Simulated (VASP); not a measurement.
# TiC in VASP: a series of runs, part 2 of 2

VASP 6.6.1. The steps go on from the part before.

## 4. Single point, PBE

This run uses another cell than the first one, of 11.56 Å³/atom.

INCAR reads:

```
PREC = Accurate
ENCUT = 520
EDIFF = 1E-6
ISMEAR = 0
SIGMA = 0.1
LREAL = F
LASPH = T
NELM = 60
ALGO = Normal
ISIF = 2
LWAVE = F
LCHARG = F
GGA = PE
ISYM = 0
NBANDS = 69
```

KPOINTS reads:

```
regular mesh
0
Gamma
  3 3 3
```

POSCAR reads:

```
TiC
1.0
    5.0811497011     -0.4290824267     -0.2082156048
   -0.5073040548      5.1239954375      0.4839997457
   -0.2345166222      0.3694839962      6.3105482587
Ti C
7 7
Direct
    0.7069685630      0.2363135889      0.2005995094
    0.1924975940      0.1397152772     -0.0019155565
    0.6509020530      0.7345416045      0.9931863017
    0.1484576429      0.0507244833      0.4989198139
    0.1958162499      0.5923649756      0.2311777820
    0.5860374739      0.7975565730      0.4996044702
    0.6926649216      0.2888669139      0.7138026037
    0.3277863076      0.4177201211      0.6113654039
    0.9166761342      0.6454058200      0.5689677636
    0.8323193274      0.6187957878      0.3319925873
   -0.0508357874      0.4486840417      0.9718376538
    0.1910044814      0.6331682494      0.6622624987
    0.1849425438      0.6367208206      0.8995581536
   -0.0839776357      0.9024822419      0.2227616877
```

Potentials or basis: VASP PAW PBE potentials, release 64 (Ti_sv, C).

Command:

```
$ cat potpaw_PBE.64/Ti_sv/POTCAR potpaw_PBE.64/C/POTCAR > POTCAR
$ mpirun -np 1 vasp_std > vasp.out
```

OUTCAR:

```text
PREC = Accurate
   ENCUT = 520
   EDIFF = 1E-6
   ISMEAR = 0
   LREAL = F
   LASPH = T
   NELM = 60
   ISIF = 2
   GGA = PE
   ISYM = 0

 ion  position               nearest neighbor table
   1  0.707  0.236  0.201-  11 2.03  14 2.17  10 2.23   6 2.73   3 2.76   2 2.82   5 2.83
   2  0.192  0.140  0.998-  14 2.16  11 2.18   1 2.82
   3  0.651  0.735  0.993-  14 2.08  10 2.30  11 2.33  13 2.38   1 2.76   5 2.79
   4  0.148  0.051  0.499-   8 2.15  14 2.19   9 2.21  12 2.29   6 2.79
   5  0.196  0.592  0.231-  10 2.05  13 2.07  11 2.13  14 2.33   6 2.68   3 2.79   1 2.83
   6  0.586  0.798  0.500-   9 1.98  10 2.12   8 2.21  12 2.30  14 2.46   5 2.68   1 2.73   4 2.79
                             7 2.89
   7  0.693  0.289  0.714-   9 2.10   8 2.11  11 2.17   6 2.89
   8  0.328  0.418  0.611-  12 1.51   7 2.11   4 2.15   6 2.21
   9  0.917  0.645  0.569-  12 1.48  10 1.54   6 1.98   7 2.10   4 2.21
  10  0.832  0.619  0.332-  14 1.52   9 1.54   5 2.05   6 2.12   1 2.23   3 2.30
  11  0.949  0.449  0.972-  13 1.46   1 2.03   5 2.13   7 2.17   2 2.18   3 2.33
  12  0.191  0.633  0.662-   9 1.48   8 1.51  13 1.51   4 2.29   6 2.30
[... 1165 lines left out ...]

  FORCE on cell =-STRESS in cart. coord.  units (eV):
  Direction    XX          YY          ZZ          XY          YZ          ZX
  --------------------------------------------------------------------------------------
  -------------------------------------------------------------------------------------
  Total        0.2427794      0.1889160      0.2056635      0.0315136      0.0274664     -0.0146473
  in kB        2.4032307      1.8700459      2.0358266      0.3119477      0.2718847     -0.1449912
  external PRESSURE =       2.1030344 kB  Pullay stress =       0.0000000 kB

 VOLUME and BASIS-vectors are now :
 -----------------------------------------------------------------------------
  energy-cutoff  :      520.00
  volume of cell :      161.86
      direct lattice vectors                 reciprocal lattice vectors
     5.081149701 -0.429082427 -0.208215605     0.198673682  0.019077908  0.006266222
    -0.507304055  5.123995437  0.483999746     0.016254104  0.197806365 -0.010977561
    -0.234516622  0.369483996  6.310548259     0.005308569 -0.014541670  0.159513535

 POSITION                                       TOTAL-FORCE (eV/Angst)
 -----------------------------------------------------------------------------------
      3.42529      0.98164      1.23307        -0.005496      0.001230     -0.010661
      0.67316      1.00208      6.32600         0.014345     -0.000417     -0.001396
      2.70178      3.85146      6.48754        -0.031383     -0.011299     -0.029876
      0.61160      0.38055      3.14210         0.003497     -0.007800     -0.017462
      0.64025      3.03667      1.70479         0.042656      0.003822     -0.003508
      2.45597      4.01981      3.41677         0.001348      0.024701     -0.004596
      3.20559      1.44668      4.50007        -0.002511     -0.033348      0.022052
      1.31024      2.22564      3.99198         0.012134     -0.012226     -0.006921
      4.19692      3.12395      3.71201        -0.019656      0.009665      0.006700
      3.83736      2.93624      2.22125        -0.030728     -0.045311      0.018407
      4.36731      2.25086      6.15236        -0.041197     -0.033004      0.006484
      0.49400      3.40709      4.44592         0.011700      0.024020      0.012168
      0.40575      3.51557      5.94637         0.034351      0.031937      0.009819
      4.14437      4.31357      1.65182         0.010939      0.048029     -0.001209
 -----------------------------------------------------------------------------------
    total drift:                                0.000484      0.000742     -0.000654

  FREE ENERGIE OF THE ION-ELECTRON SYSTEM (eV)
  ---------------------------------------------------
  free  energy   TOTEN  =      -118.7499518987 eV

  energy  without entropy=     -118.7286185394  energy(sigma->0) =     -118.73928522
```

OSZICAR:

```text
N       E                     dE             d eps       ncg     rms          rms(c)
DAV:   1     0.164847043918E+04    0.16485E+04   -0.53879E+04  1932   0.197E+03
DAV:   2     0.147158386571E+03   -0.15013E+04   -0.14550E+04  1932   0.620E+02
DAV:   3    -0.115506758157E+03   -0.26267E+03   -0.25256E+03  2825   0.219E+02
[... 12 lines left out ...]
DAV:  16    -0.118749953333E+03   -0.52960E-04   -0.96455E-04  2864   0.266E-01    0.694E-02
DAV:  17    -0.118749949525E+03    0.38078E-05   -0.34440E-04  2720   0.146E-01    0.209E-02
DAV:  18    -0.118749951875E+03   -0.23498E-05   -0.55297E-05  2856   0.552E-02    0.131E-02
DAV:  19    -0.118749951348E+03    0.52673E-06   -0.18065E-05  2624   0.399E-02    0.831E-03
DAV:  20    -0.118749951899E+03   -0.55081E-06   -0.44371E-06  1920   0.192E-02
   1 F= -.11874995E+03 E0= -.11873929E+03  d E =-.213334E-01
```

Wall time 3.1 min (1 thread of Intel Xeon 6975P-C (Granite Rapids), shared host); peak memory 0.29 GiB.

Results:

| Quantity | Value |
| --- | --- |
| Free energy | -118.7500 eV |
| Pressure | 0.2 GPa |
| Largest force | 0.058 eV/Å |

Forces in eV/Å, atoms in the order of the input:
```
Ti  -0.005  0.001 -0.011
Ti   0.014  0.000 -0.001
Ti  -0.031 -0.011 -0.030
Ti   0.003 -0.008 -0.017
Ti   0.043  0.004 -0.004
Ti   0.001  0.025 -0.005
Ti  -0.003 -0.033  0.022
C    0.012 -0.012 -0.007
C   -0.020  0.010  0.007
C   -0.031 -0.045  0.018
C   -0.041 -0.033  0.006
C    0.012  0.024  0.012
C    0.034  0.032  0.010
C    0.011  0.048 -0.001
```

Levels at points of the mesh, in eV from the Fermi level:
| k point | band 52 | band 53 | band 54 | band 55 | band 56 | band 57 | band 58 | band 59 | band 60 | band 61 |
| --- | --- | --- | --- | --- | --- | --- | --- | --- | --- | --- |
| (0.00, 0.00, 0.00) | -0.95 | -0.60 | -0.48 | -0.29 | -0.05 | 0.22 | 0.41 | 0.51 | 0.70 | 0.95 |

Caveat: the k points lie up to 0.42 Å⁻¹ apart.

## 5. Overview

```csv
cell,gap on the mesh (eV),pressure (GPa),largest force (eV/Å)
"a = 5.277, b = 5.341, c = 5.497 Å, angles 91.7, 96.5, 90.6°, 14 atoms, atomic positions A",none,0.2,0.06
"a = 5.580, b = 4.979, c = 5.959 Å, angles 92.0, 78.4, 80.6°, 14 atoms, atomic positions B",none,0.2,0.08
"a = 5.103, b = 5.172, c = 6.326 Å, angles 81.1, 94.7, 100.6°, 14 atoms, atomic positions C",-,0.2,0.06
```

Alike in all rows: task single point; level PBE; potentials or basis VASP PAW PBE potentials, release 64 (Ti_sv, C); no spin polarisation; k mesh 3 × 3 × 3; cutoff (eV) 520; smearing gaussian 0.1 eV.

Caveats: all runs use coarse meshes.

Absolute energies hang on the potentials; compare differences alone.
